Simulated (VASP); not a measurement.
## SnO2 (Cassiterite): single point with PBEsol

The system is SnO2 (Cassiterite).

```
CELL_PARAMETERS angstrom
4.76900 0.00000 0.00000
0.00000 4.76900 0.00000
0.00000 0.00000 3.21207
ATOMIC_POSITIONS crystal
Sn 0.50000 0.50000 0.50000
Sn 0.00000 0.00000 0.00000
O 0.80628 0.19372 0.50000
O 0.69372 0.69372 0.00000
O 0.19372 0.80628 0.50000
O 0.30628 0.30628 0.00000
```

```json
{
 "Program": "VASP 6.6.1",
 "Task": "single point",
 "Functional": "PBEsol",
 "Potentials or basis": "VASP PAW PBE potentials, release 64 (Sn_d, O)",
 "Cutoff": "520 eV",
 "k mesh": "6 × 6 × 8",
 "Occupations": "fermi-dirac, width 0.05 eV",
 "Spin": "no spin polarisation"
}
```

The pressure is 0.7 GPa, the largest force is 0.015 eV/Å and the band gap on the k mesh is 0.91 eV, direct.

Forces in eV/Å, atoms in the order of the input:
```
Sn   0.000  0.000  0.000
Sn   0.000  0.000  0.000
O   -0.011  0.011  0.000
O    0.011  0.011  0.000
O    0.011 -0.011  0.000
O   -0.011 -0.011  0.000
```

Stress tensor (GPa, compression positive):
```
0.56 0.00 0.00
0.00 0.56 0.00
0.00 0.00 0.87
```

Levels at points of the mesh, in eV from the valence-band top:
| k point | band 24 | band 25 | band 26 | band 27 | band 28 | band 29 |
| --- | --- | --- | --- | --- | --- | --- |
| (0.00, 0.00, 0.00) | -0.78 | -0.78 | 0.00 | 0.91 | 5.85 | 6.03 |
| (0.50, 0.00, 0.00) | -1.22 | -0.63 | -0.63 | 4.13 | 4.13 | 6.80 |
| (0.50, 0.50, 0.00) | -1.35 | -0.89 | -0.89 | 4.53 | 4.53 | 7.23 |
| (0.00, 0.00, 0.50) | -1.64 | -1.25 | -1.25 | 5.87 | 5.87 | 9.43 |
| (0.50, 0.00, 0.50) | -1.09 | -0.73 | -0.73 | 6.15 | 6.15 | 7.73 |
| (0.50, 0.50, 0.50) | -0.96 | -0.82 | -0.82 | 4.55 | 4.55 | 8.61 |

Wall time 3.7 min on 1 thread of AMD EPYC 7R13 (shared host), peak memory 0.21 GiB.

Caveat: the PAW data sets were made with another functional, which shifts forces and pressure a little; spin-orbit coupling is left out, which moves the levels of the heavy elements. As with any semilocal functional, this PBEsol gap is likely too small.
